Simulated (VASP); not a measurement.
# Ta (P6_3/mmc) in VASP: notebook

Ta is run at these levels: PBE; tasks: single point.

Everything below comes from runs of VASP 6.6.1. Logs are shortened: lines on timing, memory, paths and dates and some standing lists are left out, and cuts for length are marked.

### Step 1. The cell of the first run

Symmetry: P6_3/mmc, No. 194, hexagonal system. The conventional cell has a = 2.860 Å, b = 2.860 Å, c = 5.081 Å, α = 90.00°, β = 90.00°, γ = 120.00°. Within 3.8 Å of Ta (site symmetry -6m2) lie 12 Ta at 2.86 to 3.03 Å.

### Step 2. Single point, PBE (volume scaled by 0.96)

File INCAR:

```
SYSTEM = Ta
PREC     = Accurate       ! precision mode
ENCUT    = 520            ! plane-wave cutoff, eV
EDIFF    = 1E-7           ! SCF threshold, eV
ISMEAR   = -1             ! smearing method
SIGMA    = 0.1            ! smearing width, eV
LREAL    = .FALSE.        ! projectors in reciprocal space
LASPH    = .TRUE.         ! aspherical terms in the spheres
NELM     = 80             ! most SCF steps
ALGO     = Normal         ! electronic algorithm
ISIF     = 2              ! what is computed and relaxed
LWAVE    = .FALSE.        ! write WAVECAR
LCHARG   = .FALSE.        ! write CHGCAR
GGA      = PE             ! functional
NBANDS   = 18             ! bands
```

File KPOINTS:

```
regular mesh
0
G
  20 20 10
  0 0 0
```

File POSCAR:

```
Ta
1.0
    2.8595152282      0.0000000000      0.0000000000
   -1.4297576141      2.4764128301      0.0000000000
    0.0000000000      0.0000000000      5.0812618534
Ta
2
Direct
    0.3333333333      0.6666666667      0.2500000000
    0.6666666667      0.3333333333      0.7500000000
```

Potentials or basis: VASP PAW PBE potentials, release 64 (Ta_pv).

The run is started by

```bash
$ cat potpaw_PBE.64/Ta_pv/POTCAR > POTCAR
$ mpirun -np 1 vasp_std > vasp.out
```

OUTCAR:

```text
SYSTEM = Ta
   PREC = Accurate
   ENCUT = 520
   EDIFF = 1E-7
   ISMEAR = -1
   LREAL = .FALSE.
   LASPH = .TRUE.
   NELM = 80
   ISIF = 2
   GGA = PE

 ion  position               nearest neighbor table
   1  0.333  0.667  0.250-   2 3.03   2 3.03   2 3.03   2 3.03   2 3.03   2 3.03
   2  0.667  0.333  0.750-   1 3.03   1 3.03   1 3.03   1 3.03   1 3.03   1 3.03

  LATTYP: Found a hexagonal cell.
 ALAT       =     2.8595152282
 C/A-ratio  =     1.7769661806

  Lattice vectors:

 A1 = (   2.8595152282,   0.0000000000,   0.0000000000)
 A2 = (  -1.4297576141,   2.4764128301,   0.0000000000)
 A3 = (   0.0000000000,   0.0000000000,   5.0812618534)

Analysis of symmetry for initial positions (statically):
=====================================================================
 Subroutine PRICEL returns:
 Original cell was already a primitive cell.

 Routine SETGRP: Setting up the symmetry group for a
 hexagonal supercell.

 Subroutine GETGRP returns: Found 24 space group operations
 (whereof 12 operations were pure point group operations)
 out of a pool of 24 trial point group operations.

The static configuration has the point symmetry D_3d.
 The point group associated with its full space group is D_6h.

Analysis of symmetry for dynamics (positions and initial velocities):
=====================================================================
 Subroutine PRICEL returns:
 Original cell was already a primitive cell.

 Routine SETGRP: Setting up the symmetry group for a
 hexagonal supercell.

 Subroutine GETGRP returns: Found 24 space group operations
 (whereof 12 operations were pure point group operations)
 out of a pool of 24 trial point group operations.

The dynamic configuration has the point symmetry D_3d.
 The point group associated with its full space group is D_6h.

 Subroutine INISYM returns: Found 24 space group operations
 (whereof 12 operations are pure point group operations),
 and found     1 'primitive' translations

----------------------------------------------------------------------------------------

                                     Primitive cell

  volume of cell :      35.9821

  direct lattice vectors                    reciprocal lattice vectors
     2.859515228  0.000000000  0.000000000     0.349709626  0.201904947  0.000000000
    -1.429757614  2.476412830  0.000000000     0.000000000  0.403809893  0.000000000
     0.000000000  0.000000000  5.081261853     0.000000000  0.000000000  0.196801509

  length of vectors
     2.859515228  2.859515228  5.081261853     0.403809893  0.403809893  0.196801509

  position of ions in fractional coordinates (direct lattice)
     0.333333333  0.666666667  0.250000000
     0.666666667  0.333333333  0.750000000

  ion indices of the primitive-cell ions
   primitive index   ion index
                 1           1
                 2           2

----------------------------------------------------------------------------------------

 KPOINTS: regular mesh

Automatic generation of k-mesh.
 Grid dimensions read from file:
 generate k-points for:   20   20   10

 Generating k-lattice:

  Cartesian coordinates                     Fractional coordinates (reciprocal lattice)
     0.017485481  0.010095247  0.000000000     0.050000000  0.000000000  0.000000000
     0.000000000  0.020190495  0.000000000     0.000000000  0.050000000  0.000000000
     0.000000000  0.000000000  0.019680151     0.000000000  0.000000000  0.100000000

  Length of vectors
     0.020190495  0.020190495  0.019680151

  Shift w.r.t. Gamma in fractional coordinates (k-lattice)
     0.000000000  0.000000000  0.000000000

 Subroutine IBZKPT returns following result:
 ===========================================

 Found    264 irreducible k-points:

 Following reciprocal coordinates:
            Coordinates               Weight
  0.000000  0.000000  0.000000      1.000000
  0.050000  0.000000  0.000000      6.000000
  0.100000  0.000000  0.000000      6.000000
  0.150000  0.000000  0.000000      6.000000
  0.200000  0.000000  0.000000      6.000000
  0.250000  0.000000  0.000000      6.000000
[... 16 lines left out ...]
  0.200000  0.100000  0.000000     12.000000
  0.250000  0.100000  0.000000     12.000000
 [... further k-points ...]
   k-points           NKPTS =    264   k-points in BZ     NKDIM =    264   number of bands    NBANDS=     18
   number of dos      NEDOS =    301   number of ions     NIONS =      2
   total plane-waves  NPLWV =  23040
   dimension x,y,z NGX =    24 NGY =   24 NGZ =   40
   dimension x,y,z NGXF=    48 NGYF=   48 NGZF=   80
   ions per type =               2
   NGX,Y,Z   is equivalent  to a cutoff of  13.95, 13.95, 13.09 a.u.
   NGXF,Y,Z  is equivalent  to a cutoff of  27.91, 27.91, 26.17 a.u.
 SYSTEM =  Ta
   PREC   = accura    normal or accurate (medium, high low for compatibility)
   ISTART =      0    job   : 0-new  1-cont  2-samecut
   ICHARG =      2    charge: 1-file 2-atom 10-const
   ISPIN  =      1    spin polarized calculation?
   LNONCOLLINEAR =      F non collinear calculations
   LSORBIT =      F    spin-orbit coupling
   LASPH  =      T    aspherical Exc in radial PAW
   ENCUT  =  520.0 eV  38.22 Ry    6.18 a.u.   5.32  5.32  9.45*2*pi/ulx,y,z
   NELM   =     80;   NELMIN=  2; NELMDL= -5     # of ELM steps
   EDIFF  = 0.1E-06   stopping-criterion for ELM
   LREAL  =      F    real-space projection
   EDIFFG = 0.1E-05   stopping-criterion for IOM
   NSW    =      0    number of steps for IOM
   IBRION =     -1    ionic relax: 0-MD 1-quasi-New 2-CG
   NFREE  =      0    steps in history (QN), initial steepest desc. (CG)
   ISIF   =      2    stress and relaxation
   ISYM   =      2    0-nonsym 1-usesym 2-fastsym
   POTIM  = 0.5000    time-step for ionic-motion
   TEBEG  =    0.0;   TEEND  =   0.0 temperature during run
   PSTRESS=    0.0 pullay stress
   NELECT =      22.0000    total number of electrons
   NUPDOWN=      -1.0000    fix difference up-down
   EMIN   =  10.00;   EMAX   =-10.00  energy-range for DOS
   EFERMI =   0.00;   METHOD = LEGACY
   ISMEAR =    -1;   SIGMA  =   0.10  broadening in eV -4-tet -1-fermi 0-gaus
   EFERMI_NEDOS =   21; number of points for ismear=-14 and -15
   IALGO  =     38    algorithm
   IMIX   =      4    mixing-type and parameters
     AMIX     =   0.40;   BMIX     =  1.00
     AMIX_MAG =   1.60;   BMIX_MAG =  1.00
  volume/ion in A,a.u.               =      17.99       121.41
  Fermi-wavevector in a.u.,A,eV,Ry     =   1.389483  2.625743 26.268282  1.930664
  Thomas-Fermi vector in A             =   2.513510
   LORBIT       =      0    0 simple, 1 ext, 2 COOP (PROOUT), +10 PAW based schemes
   GGA     = PE    functional components
   LHFCALC =     F    Hartree Fock is set to
   AEXX    =    0.0000 exact exchange contribution
   IVDW    =     0    specifies the selected vdW correction
   LEPSILON=     F    determine dielectric tensor
   LRPA    =     F    only Hartree local field effects (RPA)
 non-spin polarized calculation
  energy-cutoff  :      520.00
  volume of cell :       35.98
 maximum number of plane-waves:       990
 NGX is ok and might be reduce to    24
   NGX = 11   NGY = 11   NGZ = 19

 number of electron      21.9999999 magnetization

 Free energy of the ion-electron system (eV)
  ---------------------------------------------------
  ext. energy  EPLUGINS =         0.00000000
  ---------------------------------------------------
  free energy    TOTEN  =       -23.06787457 eV

  energy without entropy =      -22.98625604  energy(sigma->0) =      -23.02706531

 E-fermi :   5.9275     XC(G=0): -12.6112

 val. band max:        5.9189768889   @ k =   0.3500   0.2000   0.4000
 cond. band min:       5.9336480549   @ k =   0.1500   0.0000   0.5000
 fundamental gap:      0.0146711660
 Fermi energy:         5.9275112655

 k-point     1 :       0.0000    0.0000    0.0000
  band No.  band energies     occupation
      1     -28.6139      2.00000
      2     -27.6615      2.00000
      3     -27.5451      2.00000
      4     -27.5451      2.00000
      5     -27.4494      2.00000
      6     -27.4494      2.00000
[... 10 lines left out ...]
     17      11.3264      0.00000
     18      11.3264      0.00000

 k-point     2 :       0.0500    0.0000    0.0000
  band No.  band energies     occupation
      1     -28.6046      2.00000
      2     -27.6626      2.00000
      3     -27.5752      2.00000
      4     -27.5533      2.00000
      5     -27.4803      2.00000
      6     -27.4548      2.00000
[... 10 lines left out ...]
     17      11.3740      0.00000
     18      11.5613      0.00000

 k-point     3 :       0.1000    0.0000    0.0000
  band No.  band energies     occupation
      1     -28.5773      2.00000
      2     -27.6660      2.00000
      3     -27.6623      2.00000
      4     -27.5768      2.00000
      5     -27.5690      2.00000
      6     -27.4706      2.00000
[... 10 lines left out ...]
     17      11.4869      0.00000
     18      12.1383      0.00000

 k-point     4 :       0.1500    0.0000    0.0000
  band No.  band energies     occupation
      1     -28.5335      2.00000
      2     -27.7967      2.00000
      3     -27.7040      2.00000
      4     -27.6724      2.00000
      5     -27.6127      2.00000
      6     -27.4957      2.00000
[... 375 lines left out ...]
      4     -27.6878      2.00000
      5     -27.6720      2.00000
      6     -27.5699      2.00000
[... 10 lines left out ...]
     17      11.4798      0.00000
     18      14.1961      0.00000

 k-point    23 :       0.2000    0.1000    0.0000
  band No.  band energies     occupation
      1     -28.3857      2.00000
      2     -28.1587      2.00000
      3     -28.0955      2.00000
      4     -27.7322      2.00000
      5     -27.7040      2.00000
      6     -27.6150      2.00000
[... 10 lines left out ...]
     17      11.4641      0.00000
     18      14.5318      0.00000

 k-point    24 :       0.2500    0.1000    0.0000
  band No.  band energies     occupation
      1     -28.3238      2.00000
      2     -28.3133      2.00000
      3     -28.2397      2.00000
      4     -27.7927      2.00000
      5     -27.7260      2.00000
      6     -27.6590      2.00000
[... 10 lines left out ...]
     17      11.4375      0.00000
     18      14.3740      0.00000

 [... further k-points ...]

------------------------ aborting loop because EDIFF is reached ----------------------------------------

  FORCE on cell =-STRESS in cart. coord.  units (eV):
  Direction    XX          YY          ZZ          XY          YZ          ZX
  --------------------------------------------------------------------------------------
  -------------------------------------------------------------------------------------
  Total        2.0336832      2.0336832      1.7499815     -0.0000000      0.0000000     -0.0000000
  in kB       90.5538352     90.5538352     77.9214473     -0.0000000      0.0000000     -0.0000000
  external PRESSURE =      86.3430392 kB  Pullay stress =       0.0000000 kB

 VOLUME and BASIS-vectors are now :
 -----------------------------------------------------------------------------
  energy-cutoff  :      520.00
  volume of cell :       35.98
      direct lattice vectors                 reciprocal lattice vectors
     2.859515228  0.000000000  0.000000000     0.349709626  0.201904947  0.000000000
    -1.429757614  2.476412830  0.000000000     0.000000000  0.403809893  0.000000000
     0.000000000  0.000000000  5.081261853     0.000000000  0.000000000  0.196801509

 POSITION                                       TOTAL-FORCE (eV/Angst)
 -----------------------------------------------------------------------------------
     -0.00000      1.65094      1.27032        -0.000000      0.000000      0.000000
      1.42976      0.82547      3.81095         0.000000     -0.000000      0.000000
 -----------------------------------------------------------------------------------
    total drift:                               -0.000000      0.000000     -0.000000

  FREE ENERGIE OF THE ION-ELECTRON SYSTEM (eV)
  ---------------------------------------------------
  free  energy   TOTEN  =       -23.0678745714 eV

  energy  without entropy=      -22.9862560441  energy(sigma->0) =      -23.02706531
```

It took 3 min on 1 thread of Intel Xeon 8259CL, shared host; peak memory 0.27 GiB.

Results:

```yaml
Free_energy: -23.0679 eV
Pressure: 8.6 GPa
Band_gap_on_the_k_mesh: zero (band 11 reaches 7.57 eV, above the bottom of band 12 at 5.18 eV)
```

Levels at points of the mesh, in eV from the Fermi level:
```csv
k point,band 8,band 9,band 10,band 11,band 12,band 13,band 14,band 15
"(0.00, 0.00, 0.00)",-5.04,-0.59,0.02,0.60,0.60,1.21,1.21,3.09
"(0.50, 0.00, 0.00)",-4.03,-3.52,-0.39,-0.37,0.55,0.85,5.86,6.77
"(0.00, 0.00, 0.50)",-6.44,-1.22,-1.22,0.65,0.65,0.65,0.65,4.64
"(0.50, 0.00, 0.50)",-4.51,-2.43,-2.43,1.64,1.64,2.70,2.70,5.85
```

Caveat: the cell differs from its parent crystal (volume scaled by 0.96); spin-orbit coupling is left out, which moves the levels of the heavy elements.

### Step 3. Single point, PBE

This run uses another cell than the first one, of 18.74 Å³/atom, 1.042 times its volume.

File INCAR:

```
SYSTEM = Ta
PREC = Accurate ; ENCUT = 520
EDIFF = 1E-6 ; ISMEAR = -1
SIGMA = 0.1 ; LREAL = .False.
LASPH = .True. ; NELM = 100
ALGO = Normal ; ISIF = 2
LWAVE = .False. ; LCHARG = .True.
GGA = PE ; LELF = .True.
LVHAR = .True. ; NBANDS = 18
```

File KPOINTS:

```
Automatic mesh
0
Gamma
  20 20 10
  0 0 0
```

File POSCAR:

```
Ta
1.0
    2.8986915379      0.0000000000      0.0000000000
   -1.4493457690      2.5103405095      0.0000000000
    0.0000000000      0.0000000000      5.1508768308
Ta
2
Direct
    0.3333333333      0.6666666667      0.2500000000
    0.6666666667      0.3333333333      0.7500000000
```

Potentials or basis: VASP PAW PBE potentials, release 64 (Ta_pv).

The run is started by

```bash
$ cat potpaw_PBE.64/Ta_pv/POTCAR > POTCAR
$ mpirun -np 1 vasp_std > vasp.out
```

OUTCAR:

```text
SYSTEM = Ta
   PREC = Accurate
   ENCUT = 520
   EDIFF = 1E-6
   ISMEAR = -1
   LREAL = .False.
   LASPH = .True.
   NELM = 100
   ISIF = 2
   GGA = PE

 ion  position               nearest neighbor table
   1  0.333  0.667  0.250-   2 3.07   2 3.07   2 3.07   2 3.07   2 3.07   2 3.07
   2  0.667  0.333  0.750-   1 3.07   1 3.07   1 3.07   1 3.07   1 3.07   1 3.07

  LATTYP: Found a hexagonal cell.
 ALAT       =     2.8986915379
 C/A-ratio  =     1.7769661806

  Lattice vectors:

[... 692 lines left out ...]

------------------------ aborting loop because EDIFF is reached ----------------------------------------

  FORCE on cell =-STRESS in cart. coord.  units (eV):
  Direction    XX          YY          ZZ          XY          YZ          ZX
  --------------------------------------------------------------------------------------
  -------------------------------------------------------------------------------------
  Total        0.1047192      0.1047192     -0.0238370     -0.0000000     -0.0000000      0.0000000
  in kB        4.4763183      4.4763183     -1.0189365     -0.0000000     -0.0000000      0.0000000
  external PRESSURE =       2.6445667 kB  Pullay stress =       0.0000000 kB

 VOLUME and BASIS-vectors are now :
 -----------------------------------------------------------------------------
  energy-cutoff  :      520.00
  volume of cell :       37.48
      direct lattice vectors                 reciprocal lattice vectors
     2.898691538  0.000000000  0.000000000     0.344983241  0.199176167  0.000000000
    -1.449345769  2.510340510  0.000000000     0.000000000  0.398352334  0.000000000
     0.000000000  0.000000000  5.150876831     0.000000000  0.000000000  0.194141703

 POSITION                                       TOTAL-FORCE (eV/Angst)
 -----------------------------------------------------------------------------------
     -0.00000      1.67356      1.28772         0.000000      0.000000      0.000000
      1.44935      0.83678      3.86316        -0.000000     -0.000000      0.000000
 -----------------------------------------------------------------------------------
    total drift:                                0.000000     -0.000000      0.000000

  FREE ENERGIE OF THE ION-ELECTRON SYSTEM (eV)
  ---------------------------------------------------
  free  energy   TOTEN  =       -23.1086753196 eV

  energy  without entropy=      -23.0220823928  energy(sigma->0) =      -23.06537886
```

It took 2.8 min on 1 thread of Intel Xeon 8259CL, shared host; peak memory 0.27 GiB.

What came out:

| Property | Result |
| --- | --- |
| Free energy | -23.1087 eV |
| Pressure | 0.3 GPa |
| Band gap on the k mesh | zero (band 11 reaches 7.08 eV, above the bottom of band 12 at 4.88 eV) |

Stress tensor (GPa, compression positive):
```
 0.45  0.00  0.00
 0.00  0.45  0.00
 0.00  0.00 -0.10
```

Levels at points of the mesh, in eV from the Fermi level:
```csv
k point,band 8,band 9,band 10,band 11,band 12,band 13,band 14,band 15
"(0.00, 0.00, 0.00)",-4.89,-0.53,-0.09,0.61,0.61,1.18,1.18,2.97
"(0.50, 0.00, 0.00)",-3.83,-3.32,-0.46,-0.34,0.52,0.86,5.57,6.43
"(0.00, 0.00, 0.50)",-6.34,-1.15,-1.15,0.66,0.66,0.66,0.66,4.43
"(0.50, 0.00, 0.50)",-4.31,-2.28,-2.28,1.49,1.49,2.61,2.61,5.56
```

Caveat: spin-orbit coupling is left out, which moves the levels of the heavy elements.

### Step 4. Single point, PBE (volume scaled by 1.04)

File INCAR:

```
PREC = Accurate ; ENCUT = 520
EDIFF = 1E-6 ; ISMEAR = -1
SIGMA = 0.1 ; LREAL = F
LASPH = T ; NELM = 60
ALGO = Normal ; ISIF = 2
LWAVE = F ; LCHARG = F
GGA = PE ; NBANDS = 18
```

File KPOINTS:

```
regular mesh
0
Gamma
  20 20 10
```

File POSCAR:

```
Ta
1.0
    2.9368365904      0.0000000000      0.0000000000
   -1.4684182952      2.5433750940      0.0000000000
    0.0000000000      0.0000000000      5.2186592990
Ta
2
Direct
    0.3333333333      0.6666666667      0.2500000000
    0.6666666667      0.3333333333      0.7500000000
```

The run is started by

```bash
$ cat potpaw_PBE.64/Ta_pv/POTCAR > POTCAR
$ mpirun -np 1 vasp_std > vasp.out
```

Run time: 2.7 min. Hardware: 1 thread of Intel Xeon 8259CL, shared host; peak memory 0.28 GiB.

The run converged. Its results:

```yaml
Free_energy: -23.0782 eV
Pressure: -6.6 GPa
Band_gap_on_the_k_mesh: zero (band 11 reaches 6.63 eV, above the bottom of band 12 at 4.60 eV)
```

Stress tensor (GPa, compression positive):
```
-6.68  0.00  0.00
 0.00 -6.68  0.00
 0.00  0.00 -6.57
```

Levels at points of the mesh, in eV from the Fermi level:
| k point | band 8 | band 9 | band 10 | band 11 | band 12 | band 13 | band 14 | band 15 |
| --- | --- | --- | --- | --- | --- | --- | --- | --- |
| (0.00, 0.00, 0.00) | -4.75 | -0.47 | -0.18 | 0.62 | 0.62 | 1.15 | 1.15 | 2.86 |
| (0.50, 0.00, 0.00) | -3.64 | -3.14 | -0.52 | -0.32 | 0.49 | 0.86 | 5.30 | 6.12 |
| (0.00, 0.00, 0.50) | -6.24 | -1.10 | -1.10 | 0.66 | 0.66 | 0.66 | 0.66 | 4.23 |
| (0.50, 0.00, 0.50) | -4.14 | -2.14 | -2.14 | 1.36 | 1.36 | 2.52 | 2.52 | 5.29 |

Caveat: the cell differs from its parent crystal (volume scaled by 1.04); spin-orbit coupling is left out, which moves the levels of the heavy elements.

### Step 5. The runs side by side

```csv
cell,gap on the mesh (eV),pressure (GPa)
"a = 2.860, b = 2.860, c = 5.081 Å, angles 90.0, 90.0, 120.0°, 2 atoms",none,8.6
"a = 2.899, b = 2.899, c = 5.151 Å, angles 90.0, 90.0, 120.0°, 2 atoms",none,0.3
"a = 2.937, b = 2.937, c = 5.219 Å, angles 90.0, 90.0, 120.0°, 2 atoms",none,-6.6
```

Alike in all rows: task single point; level PBE; potentials or basis VASP PAW PBE potentials, release 64 (Ta_pv); no spin polarisation; k mesh 20 × 20 × 10; cutoff (eV) 520; smearing fermi-dirac 0.1 eV.

Caveats: spin-orbit coupling is left out, which moves the levels of the heavy elements.

Total energies depend on the potentials used, so only differences within one code and one set of settings carry meaning.
